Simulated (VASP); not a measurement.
**HgTe: single point with LDA**

Crystal: HgTe.

```
Hg Te
1.0
    -3.10534    3.10534    1.58999
     3.10534   -3.10534    1.58999
     3.10534    3.10534   -1.58999
Hg Te
1 1
Direct
  0.75000 0.25000 0.50000
  0.00000 0.00000 0.00000
```

```yaml
Program: VASP 6.6.1
Task: single point
Functional: LDA
Potentials_or_basis: VASP PAW LDA potentials, release 64 (Hg, Te)
Cutoff: 520 eV
k_mesh: 10 × 10 × 10
Occupations: fermi-dirac, width 0.05 eV
Spin: no spin polarisation
```

```json
{
  "Pressure": "-6.3 GPa",
  "Band gap on the k mesh": "zero (bands 9 and 10 overlap by 3.07 eV)"
}
```

Stress tensor (GPa, compression positive):
```
-7.33  0.00  0.00
 0.00 -7.33  0.00
 0.00  0.00 -4.31
```

Levels at points of the mesh, in eV from the Fermi level:
| k point | band 6 | band 7 | band 8 | band 9 | band 10 | band 11 | band 12 | band 13 |
| --- | --- | --- | --- | --- | --- | --- | --- | --- |
| (0.00, 0.00, 0.00) | -6.02 | -3.43 | -2.15 | -2.15 | 3.24 | 4.75 | 6.71 | 6.71 |
| (0.50, 0.00, 0.00) | -5.97 | -4.21 | -1.82 | -0.92 | -0.05 | 3.08 | 3.94 | 5.79 |
| (0.50, 0.50, 0.00) | -5.98 | -5.80 | -0.79 | 1.35 | 2.06 | 2.80 | 3.43 | 8.68 |
| (0.50, 0.50, 0.50) | -5.99 | -4.17 | -3.89 | -3.89 | 2.95 | 7.29 | 7.65 | 7.65 |

Run time: 2 min on 1 thread of Intel Xeon 8259CL, with other jobs on the host, peak memory 0.25 GiB.

Caveat: the cell stands under tension; spin-orbit coupling is left out, which moves the levels of the heavy elements.
